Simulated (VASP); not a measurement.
# Mg5SnN2 (P3m1) in VASP: further runs

Runs on Mg5SnN2. Level: PBE. Tasks: single point, relaxation of cell and atoms.

Program: VASP 6.6.1. These are calculated values, not measurements. Logs are shortened: lines on timing, memory, paths and dates and some standing lists are left out, and cuts for length are marked.

### Step 1. The cell of the first run

The structure is trigonal, space group P3m1 (No. 156). Conventional cell: a = 3.435 Å, b = 3.435 Å, c = 13.846 Å, α = 90.00°, β = 90.00°, γ = 120.00°. Mg (site symmetry 3m) has 1 N at 2.13 Å within 2.8 Å. Mg (site symmetry 3m) has 3 Sn at 3.24 Å and 9 Mg at 3.30 to 3.43 Å and 1 N at 3.67 Å within 4.3 Å. Within 2.6 Å of Mg (site symmetry 3m) lie 3 N at 1.98 Å. Within 3.0 Å of Mg (site symmetry 3m) lie 3 N at 2.24 Å and 3 Mg at 2.82 Å. Mg (site symmetry 3m) has 4 N at 2.17 to 2.21 Å and 3 Mg at 2.82 Å within 2.9 Å. Sn (site symmetry 3m) has 6 Mg at 3.07 to 3.24 Å and 6 Sn at 3.43 Å within 4.0 Å. Within 2.6 Å of N (site symmetry 3m) lie 5 Mg at 1.98 to 2.17 Å. Within 2.9 Å of N (site symmetry 3m) lie 6 Mg at 2.21 to 2.24 Å.

### Step 2. Single point, PBE

The input, INCAR:

```
PREC = Accurate ; ENCUT = 520
EDIFF = 1E-6 ; ISMEAR = 0
SIGMA = 0.2 ; LREAL = F
LASPH = T ; NELM = 100
ALGO = Normal ; ISIF = 2
LWAVE = F ; LCHARG = F
GGA = PE ; NBANDS = 27
```

The input, KPOINTS:

```
regular mesh
0
Gamma
  6 6 2
```

The input, POSCAR:

```
Mg5SnN2
1.0
    3.4347784363      0.0000000000      0.0000000000
   -1.7173892181      2.9746053822      0.0000000000
    0.0000000000      0.0000000000     13.8458429921
Mg Sn N
5 1 2
Direct
    0.3333333333      0.6666666667      0.2064736825
    0.6666666667      0.3333333333      0.8525047950
    0.0000000000      1.0000000000      0.3591984474
    0.0000000000      0.0000000000      0.6623853795
    0.3333333333      0.6666666667      0.5171816747
    0.0000000000      0.0000000000      0.0376444875
    0.3333333333      0.6666666667      0.3602316856
    0.6666666667      0.3333333333      0.5877098479
```

Potentials or basis: VASP PAW PBE potentials, release 64 (Mg, Sn_d, N).

Command:

```
cat potpaw_PBE.64/Mg/POTCAR potpaw_PBE.64/Sn_d/POTCAR potpaw_PBE.64/N/POTCAR > POTCAR
mpirun -np 1 vasp_std > vasp.out
```

OUTCAR:

```text
PREC = Accurate
   ENCUT = 520
   EDIFF = 1E-6
   ISMEAR = 0
   LREAL = F
   LASPH = T
   NELM = 100
   ISIF = 2
   GGA = PE

 ion  position               nearest neighbor table
   1  0.333  0.667  0.206-   7 2.13   3 2.90   3 2.90   3 2.90   6 3.07   6 3.07   6 3.07
   2  0.667  0.333  0.853-   6 3.24   6 3.24   6 3.24   4 3.30   4 3.30   4 3.30
   3  0.000  0.000  0.359-   7 1.98   7 1.98   7 1.98   1 2.90   1 2.90   1 2.90   5 2.95   5 2.95
                             5 2.95
   4  0.000  0.000  0.662-   8 2.24   8 2.24   8 2.24   5 2.82   5 2.82   5 2.82   2 3.30   2 3.30
                             2 3.30
   5  0.333  0.667  0.517-   7 2.17   8 2.21   8 2.21   8 2.21   4 2.82   4 2.82   4 2.82   3 2.95
                             3 2.95   3 2.95
   6  0.000  0.000  0.038-   1 3.07   1 3.07   1 3.07   2 3.24   2 3.24   2 3.24
   7  0.333  0.667  0.360-   3 1.98   3 1.98   3 1.98   1 2.13   5 2.17
   8  0.667  0.333  0.588-   5 2.21   5 2.21   5 2.21   4 2.24   4 2.24   4 2.24

  LATTYP: Found a hexagonal cell.
 ALAT       =     3.4347784363
 C/A-ratio  =     4.0310731096

  Lattice vectors:

 A1 = (   3.4347784363,   0.0000000000,   0.0000000000)
 A2 = (  -1.7173892181,   2.9746053822,   0.0000000000)
 A3 = (   0.0000000000,   0.0000000000,  13.8458429921)

Analysis of symmetry for initial positions (statically):
=====================================================================
 Subroutine PRICEL returns:
 Original cell was already a primitive cell.

 Routine SETGRP: Setting up the symmetry group for a
 hexagonal supercell.

 Subroutine GETGRP returns: Found  6 space group operations
 (whereof  6 operations were pure point group operations)
 out of a pool of 24 trial point group operations.

The static configuration has the point symmetry C_3v.

Analysis of symmetry for dynamics (positions and initial velocities):
=====================================================================
 Subroutine PRICEL returns:
 Original cell was already a primitive cell.

 Routine SETGRP: Setting up the symmetry group for a
 hexagonal supercell.

 Subroutine GETGRP returns: Found  6 space group operations
 (whereof  6 operations were pure point group operations)
 out of a pool of 24 trial point group operations.

The dynamic configuration has the point symmetry C_3v.

 Subroutine INISYM returns: Found  6 space group operations
 (whereof  6 operations are pure point group operations),
[... 101 lines left out ...]
   IBRION =     -1    ionic relax: 0-MD 1-quasi-New 2-CG
   NFREE  =      0    steps in history (QN), initial steepest desc. (CG)
   ISIF   =      2    stress and relaxation
   ISYM   =      2    0-nonsym 1-usesym 2-fastsym
   POTIM  = 0.5000    time-step for ionic-motion
   TEBEG  =    0.0;   TEEND  =   0.0 temperature during run
   PSTRESS=    0.0 pullay stress
   NELECT =      34.0000    total number of electrons
   NUPDOWN=      -1.0000    fix difference up-down
   EMIN   =  10.00;   EMAX   =-10.00  energy-range for DOS
   EFERMI =   0.00;   METHOD = LEGACY
   ISMEAR =     0;   SIGMA  =   0.20  broadening in eV -4-tet -1-fermi 0-gaus
   EFERMI_NEDOS =   21; number of points for ismear=-14 and -15
   IALGO  =     38    algorithm
   IMIX   =      4    mixing-type and parameters
     AMIX     =   0.40;   BMIX     =  1.00
     AMIX_MAG =   1.60;   BMIX_MAG =  1.00
  volume/ion in A,a.u.               =      17.68       119.33
  Fermi-wavevector in a.u.,A,eV,Ry     =   1.017854  1.923464 14.095988  1.036026
  Thomas-Fermi vector in A             =   2.151278
   LORBIT       =      0    0 simple, 1 ext, 2 COOP (PROOUT), +10 PAW based schemes
   GGA     = PE    functional components
   LHFCALC =     F    Hartree Fock is set to
   AEXX    =    0.0000 exact exchange contribution
   IVDW    =     0    specifies the selected vdW correction
   LEPSILON=     F    determine dielectric tensor
   LRPA    =     F    only Hartree local field effects (RPA)
 non-spin polarized calculation
 Gauss-broadening in eV      SIGMA  =   0.20
  energy-cutoff  :      520.00
  volume of cell :      141.46
 maximum number of plane-waves:      3839
 NGX is ok and might be reduce to    28
   NGX = 13   NGY = 13   NGZ = 51

 number of electron      33.9999998 magnetization

 Free energy of the ion-electron system (eV)
  ---------------------------------------------------
  ext. energy  EPLUGINS =         0.00000000
  ---------------------------------------------------
  free energy    TOTEN  =       -30.84920314 eV

  energy without entropy =      -30.78362382  energy(sigma->0) =      -30.81641348

 E-fermi :   4.3249     XC(G=0):  -9.3528

 val. band max:        4.2957799249   @ k =   0.0000   0.0000   0.0000
 cond. band min:       4.3282954638   @ k =   0.1667   0.1667   0.5000
 fundamental gap:      0.0325155389
 Fermi energy:         4.3249121380

 k-point     1 :       0.0000    0.0000    0.0000
  band No.  band energies     occupation
      1     -17.2614      2.00000
      2     -17.2614      2.00000
      3     -17.2094      2.00000
      4     -17.1537      2.00000
      5     -17.1537      2.00000
      6      -9.9018      2.00000
[... 409 lines left out ...]
     26       8.9410      0.00000
     27       9.9349      0.00000

------------------------ aborting loop because EDIFF is reached ----------------------------------------

  FORCE on cell =-STRESS in cart. coord.  units (eV):
  Direction    XX          YY          ZZ          XY          YZ          ZX
  --------------------------------------------------------------------------------------
  -------------------------------------------------------------------------------------
  Total        0.0697983      0.0697983      0.1221025      0.0000000      0.0000000     -0.0000000
  in kB        0.7905107      0.7905107      1.3828897      0.0000000      0.0000000     -0.0000000
  external PRESSURE =       0.9879704 kB  Pullay stress =       0.0000000 kB

 VOLUME and BASIS-vectors are now :
 -----------------------------------------------------------------------------
  energy-cutoff  :      520.00
  volume of cell :      141.46
      direct lattice vectors                 reciprocal lattice vectors
     3.434778436  0.000000000  0.000000000     0.291139594  0.168089523  0.000000000
    -1.717389218  2.974605382  0.000000000     0.000000000  0.336179046  0.000000000
     0.000000000  0.000000000 13.845842992     0.000000000  0.000000000  0.072223844

 POSITION                                       TOTAL-FORCE (eV/Angst)
 -----------------------------------------------------------------------------------
     -0.00000      1.98307      2.85880        -0.000000     -0.000000      0.063009
      1.71739      0.99154     11.80365         0.000000     -0.000000     -0.062293
      0.00000      0.00000      4.97341         0.000000      0.000000     -0.006842
      0.00000      0.00000      9.17128        -0.000000      0.000000     -0.020511
     -0.00000      1.98307      7.16082        -0.000000     -0.000000      0.010913
      0.00000      0.00000      0.52122         0.000000     -0.000000      0.018881
     -0.00000      1.98307      4.98771        -0.000000     -0.000000      0.003592
      1.71739      0.99154      8.13734        -0.000000     -0.000000     -0.006748
 -----------------------------------------------------------------------------------
    total drift:                                0.000001     -0.000000     -0.000653

  FREE ENERGIE OF THE ION-ELECTRON SYSTEM (eV)
  ---------------------------------------------------
  free  energy   TOTEN  =       -30.8492031421 eV

  energy  without entropy=      -30.7836238203  energy(sigma->0) =      -30.81641348
```

It took 62 s on 1 thread of Intel Xeon Platinum 8375C at 2.90GHz (Ice Lake), shared host; peak memory 0.29 GiB.

What came out:

```
Free energy            : -30.8492 eV
Pressure               : 0.1 GPa
Largest force          : 0.063 eV/Å
Band gap on the k mesh : zero (band 17 reaches 4.60 eV, above the bottom of band 18 at 4.16 eV)
```

Forces on the atoms (eV/Å):
```
Mg   0.000  0.000  0.063
Mg   0.000  0.000 -0.062
Mg   0.000  0.000 -0.007
Mg   0.000  0.000 -0.021
Mg   0.000  0.000  0.011
Sn   0.000  0.000  0.019
N    0.000  0.000  0.004
N    0.000  0.000 -0.007
```

Caveat: spin-orbit coupling is left out, which moves the levels of the heavy elements.

### Step 3. Relaxation of cell and atoms, PBE

This run uses another cell than the first one, of 15.87 Å³/atom, 0.898 times its volume.

The input, INCAR:

```
PREC = Accurate ; ENCUT = 600
EDIFF = 1E-6 ; ISMEAR = 0
SIGMA = 0.15 ; LREAL = F
LASPH = T ; NELM = 80
ALGO = Normal ; ISIF = 3
LWAVE = F ; LCHARG = F
GGA = PE ; IBRION = 2
NSW = 36 ; EDIFFG = -0.08
```

The input, KPOINTS:

```
Automatic mesh
0
Gamma
  4 4 2
```

The input, POSCAR:

```
Mg5SnN2
1.0
    3.9100000000      0.0000000000      0.0000000000
   -1.9550000000      3.3861593300      0.0000000000
    0.0000000000      0.0000000000      9.5900000000
Mg Sn N
5 1 2
Direct
    0.3333333300      0.6666666700      0.0833300000
    0.6666666700      0.3333333300      0.9166700000
    0.0000000000      0.0000000000      0.2500000000
    0.0000000000      0.0000000000      0.7500000000
    0.3333333300      0.6666666700      0.5833300000
    0.0000000000      0.0000000000      0.0000000000
    0.3333333300      0.6666666700      0.3333300000
    0.6666666700      0.3333333300      0.6666700000
```

Potentials or basis: VASP PAW PBE potentials, release 64 (Mg, Sn_d, N).

Command:

```
cat potpaw_PBE.64/Mg/POTCAR potpaw_PBE.64/Sn_d/POTCAR potpaw_PBE.64/N/POTCAR > POTCAR
mpirun -np 1 vasp_std > vasp.out
```

It took 15 min on 1 thread of Intel Xeon Platinum 8375C at 2.90GHz (Ice Lake), shared host; peak memory 0.29 GiB.

It converged, with:

```yaml
Free_energy: -30.7951 eV
Relaxed_volume: 17.27 Å³/atom
Relaxed_cell: a = 3.442 Å, b = 3.442 Å, c = 13.468 Å, α = 90.00°, β = 90.00°, γ = 120.00°
Space_group_after_relaxing_to_0.05_Å: P3m1 (No. 156)
Energy_gained_by_relaxing: 1020.9 meV/atom
Ionic_steps: 32
Pressure_after_relaxing: -0.3 GPa
Largest_force_after_relaxing: 0.063 eV/Å
Band_gap_on_the_k_mesh: zero (band 17 reaches 4.69 eV, above the bottom of band 18 at 4.00 eV)
```

Forces on the atoms (eV/Å):
```
Mg   0.000  0.000  0.034
Mg   0.000  0.000 -0.050
Mg   0.000  0.000  0.041
Mg   0.000  0.000 -0.010
Mg   0.000  0.000  0.063
Sn   0.000  0.000 -0.044
N    0.000  0.000 -0.002
N    0.000  0.000 -0.032
```

Stress tensor (GPa, compression positive):
```
-0.26  0.00  0.00
 0.00 -0.26  0.00
 0.00  0.00 -0.35
```

The path:
```
step  energy change (eV)  largest force (eV/Å)  pressure (GPa)  volume (Å³)
   1              0.0000                6.3621           21.42       126.97
   2             -4.1802                1.8859           -5.57       170.07
   3             -4.1799                1.9619           -5.06       168.08
   4             -5.1042                1.7050           -3.02       158.23
   5             -5.4278                2.8914            1.09       148.65
   6             -5.9530                1.4528            2.26       143.88
   7             -6.0610                1.3227            3.93       140.75
   8             -6.4256                1.0942           -0.57       147.05
   9             -6.4672                1.2953           -1.79       149.31
  10             -6.4711                1.5151           -3.79       153.78
  11             -6.7943                1.3069           -3.32       150.59
  12             -7.1508                0.9815            0.90       139.07
  13             -7.2844                0.7176           -1.52       143.67
  14             -7.3903                0.8098            0.52       138.68
  15             -7.4112                0.9132            2.18       135.29
  16             -7.4802                0.8969            1.73       135.63
  17             -7.5198                1.1760            1.20       136.13
  18             -7.6005                0.6151           -0.27       138.14
  19             -7.6248                0.6323           -1.40       139.96
  20             -7.7049                0.4936           -0.70       138.30
  21             -7.7787                1.0289            1.28       134.80
  22             -7.8491                0.9116            1.07       135.20
  23             -7.9681                0.6886            0.53       136.22
  24             -8.0331                0.4869           -0.36       137.55
  25             -8.0835                0.6498           -1.75       140.03
  26             -8.1300                0.5109           -0.65       138.09
  27             -8.1458                0.3641            0.61       136.18
  28             -8.1587                0.1822            0.36       136.81
  29             -8.1638                0.1574            0.10       137.48
  30             -8.1638                0.1587            0.08       137.52
  31             -8.1665                0.1031           -0.10       137.83
  32             -8.1675                0.0629           -0.29       138.17
```

Final structure:
```cif
data_structure
_symmetry_space_group_name_H-M 'P 1'
_symmetry_Int_Tables_number 1
_cell_length_a 3.4419
_cell_length_b 3.4419
_cell_length_c 13.4676
_cell_angle_alpha 90.000
_cell_angle_beta 90.000
_cell_angle_gamma 120.000
_cell_volume 138.17
loop_
_atom_site_label
_atom_site_type_symbol
_atom_site_fract_x
_atom_site_fract_y
_atom_site_fract_z
_atom_site_occupancy
Mg1 Mg 0.33333 0.66667 0.20248 1
Mg2 Mg 0.66667 0.33333 0.85378 1
Mg3 Mg 0.00000 0.00000 0.35785 1
Mg4 Mg 0.00000 0.00000 0.66648 1
Mg5 Mg 0.33333 0.66667 0.51822 1
Sn1 Sn 0.00000 0.00000 0.03730 1
N1 N 0.33333 0.66667 0.35838 1
N2 N 0.66667 0.33333 0.58885 1
```

Levels at points of the mesh, in eV from the Fermi level:
```
           k point  band 14  band 15  band 16  band 17  band 18  band 19  band 20  band 21
(0.00, 0.00, 0.00)    -1.64    -1.51    -1.51     0.34     1.01     3.85     4.36     5.64
(0.50, 0.00, 0.00)    -2.27    -1.99    -1.99    -0.65     0.31     1.25     1.86     2.30
(0.00, 0.00, 0.50)    -1.64    -1.51    -1.51    -0.86     2.16     2.93     4.93     5.64
(0.50, 0.00, 0.50)    -2.27    -1.99    -1.83    -0.43     0.06     0.72     2.38     2.57
```

Caveat: the k points lie up to 0.53 Å⁻¹ apart in the final cell; spin-orbit coupling is left out, which moves the levels of the heavy elements; the relaxation stopped at a loose force limit of 0.08 eV/Å, so its end isn't a converged minimum.
